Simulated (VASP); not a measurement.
Write the native input for VASP 6.6.1 that does the following.

```
Task                   : single point
Functional             : PBE
Potentials or basis    : VASP PAW PBE potentials, release 64 (Si, O)
Cutoff                 : 600 eV
k mesh                 : 6 × 6 × 4
Occupations            : fermi-dirac, width 0.01 eV
Spin                   : no spin polarisation
Dipole correction      : no
Further INCAR settings : ALGO = Normal; EDIFF = 1e-06; NBANDS = 44
```

The structure of SiO2 lies in POSCAR:

```
SiO2
1.0
    4.9820000000      0.0000000000      0.0000000000
    0.0000000000      4.9820000000      0.0000000000
    0.0000000000      0.0000000000      6.9630000000
Si O
4 8
Direct
    0.3039024655      0.3039024655      0.0000000000
    0.1960975345      0.8039024655      0.2500000000
    0.6960975345      0.6960975345      0.5000000000
    0.8039024655      0.1960975345      0.7500000000
    0.2373181451      0.1139622115      0.1837352748
    0.3860377885      0.7373181451      0.4337352748
    0.7626818549      0.8860377885      0.6837352748
    0.6139622115      0.2626818549      0.9337352748
    0.7373181451      0.3860377885      0.5662647252
    0.8860377885      0.7626818549      0.3162647252
    0.2626818549      0.6139622115      0.0662647252
    0.1139622115      0.2373181451      0.8162647252
```

These files were run (other wordings do the same):

INCAR

```
  PREC = Accurate
  ENCUT = 600
  EDIFF = 1E-6
  ISMEAR = -1
  SIGMA = 0.01
  LREAL = F
  LASPH = T
  NELM = 120
  ALGO = Normal
  ISIF = 2
  LWAVE = F
  LCHARG = F
  GGA = PE
  NBANDS = 44
  GGA_COMPAT = F
```

KPOINTS

```
Automatic mesh
0
Gamma
  6 6 4
```

Potentials or basis: VASP PAW PBE potentials, release 64 (Si, O).

The run is started by

```sh
$ cat potpaw_PBE.64/Si/POTCAR potpaw_PBE.64/O/POTCAR > POTCAR
$ mpirun -np 1 vasp_std > vasp.out
```

Results of the run:

```yaml
Pressure: 0.9 GPa
Largest_force: 0.031 eV/Å
Band_gap_on_the_k_mesh: 5.61 eV
```

It took 4.1 min on 1 thread of Oxide Virtual Turin-like Processor, on a shared host, peak memory 0.36 GiB.
